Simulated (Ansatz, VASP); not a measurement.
# Two plane-wave programs on Be3Te2Se

```
CELL_PARAMETERS angstrom
3.90288 0.00000 0.00000
-1.95144 3.37999 0.00000
0.00000 0.00000 19.19385
ATOMIC_POSITIONS crystal
Be 0.33333 0.66667 0.11793
Be 0.33333 0.66667 0.79176
Be 0.66667 0.33333 0.96484
Be 0.66667 0.33333 0.61793
Be 0.33333 0.66667 0.46484
Be 0.66667 0.33333 0.29176
Te 0.33333 0.66667 0.66373
Te 0.66667 0.33333 0.83646
Te 0.33333 0.66667 0.33646
Te 0.66667 0.33333 0.16373
Se 0.33333 0.66667 0.00029
Se 0.66667 0.33333 0.50029
```

Alike in both runs: functional PBE; k mesh 4 × 4 × 1; occupations gaussian, width 0.15 eV; no spin polarisation.

Ansatz relaxed the structure, and its values are those at the end. VASP's run is a single point on that final structure, the one shown.

|  | VASP | Ansatz |
| --- | --- | --- |
| version | VASP 6.6.1 | Ansatz 0.2.0 |
| potentials or method | VASP PAW PBE potentials, release 64 (Be, Te, Se), cutoff 520 eV | scalar-relativistic, plane waves, PAW |
| valence electrons in the cell | 48 | 108 |

VASP gave:

- gap on the k mesh at the Fermi level (eV): 2.08
- least direct gap on the mesh (eV): 2.10
- pressure (GPa): -0.1
- rms of the force components (eV/Å): 0.015

Task: Estimate Ansatz's values.

Result: gap on the k mesh at the Fermi level (eV): 2.09; least direct gap on the mesh (eV): 2.10; pressure (GPa): -0.2; rms of the force components (eV/Å): 0.013.

VASP's potentials hold 48 valence electrons a cell and Ansatz's 108, so a difference there can come from the potentials and not from the codes.

The k mesh is coarse, so the values compare programs but aren't converged. Neither program's run includes spin-orbit coupling.
